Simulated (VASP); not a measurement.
The system is GaNi.

```
Ga Ni
1.0
     2.88600    0.00000    0.00000
     0.00000    2.88600    0.00000
     0.00000    0.00000    2.88600
Ga Ni
1 1
Direct
  0.00000 0.00000 0.00000
  0.50000 0.50000 0.50000
```

Base run:

```yaml
Program: VASP 6.6.1
Functional: PBEsol
Potentials_or_basis: VASP PAW PBE potentials, release 64 (Ga_d, Ni)
Cutoff: 520 eV
k_mesh: 8 × 8 × 8
Occupations: fermi-dirac, width 0.1 eV
Spin: collinear spin, ferromagnetic start
Starting_moments: "[0.0, 1.0] μB"
```

Its results: pressure -1.8 GPa; net moment 0.00 μB per cell.

Task: The run is repeated on the same cell with these changes: k mesh from 8 × 8 × 8 to 4 × 4 × 4. What comes out?

Result: Pressure -2.6 GPa; net moment 0.00 μB per cell.

Caveats: some runs use coarse meshes; the PAW data sets were made with another functional, which shifts forces and pressure a little.
